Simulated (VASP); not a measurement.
# BaTe: single point with PBE

BaTe:

```xyz
2
Lattice="0.0000 3.7967 3.7967 3.7967 0.0000 3.7967 3.7967 3.7967 0.0000" Properties=species:S:1:pos:R:3 pbc="T T T"
Ba    0.0000    0.0000    0.0000
Te    1.8984    1.8984    1.8984
```

This cell differs from its parent crystal: strain -3.0%.

- Program: VASP 6.6.1
- Task: single point
- Functional: PBE
- Potentials or basis: VASP PAW PBE potentials, release 64 (Ba_sv, Te)
- Cutoff: 500 eV
- k mesh: 6 × 6 × 6
- Occupations: fermi-dirac, width 0.02 eV
- Spin: no spin polarisation
- Dipole correction: no
- Further INCAR settings: ALGO = Normal; EDIFF = 1e-06; NBANDS = 15

```
Pressure               : 2.3 GPa
Band gap on the k mesh : 2.69 eV, indirect (least direct gap 2.87 eV)
```

Levels at points of the mesh, in eV from the valence-band top:
| k point | band 5 | band 6 | band 7 | band 8 | band 9 | band 10 | band 11 | band 12 |
| --- | --- | --- | --- | --- | --- | --- | --- | --- |
| (0.00, 0.00, 0.00) | -8.87 | -0.57 | -0.57 | -0.57 | 2.69 | 4.20 | 4.20 | 6.34 |
| (0.50, 0.00, 0.00) | -8.48 | -0.78 | -0.34 | -0.34 | 4.09 | 4.44 | 4.44 | 4.71 |
| (0.50, 0.50, 0.00) | -8.36 | -1.14 | -0.01 | -0.01 | 2.88 | 4.01 | 5.15 | 5.15 |

Run time: 25 s on 1 thread of Intel Xeon 6975P-C, on a shared host, peak memory 0.25 GiB.

Caveat: the cell differs from its parent crystal (strain -3.0%); spin-orbit coupling is left out, which moves the levels of the heavy elements. A k mesh can miss the band edges.
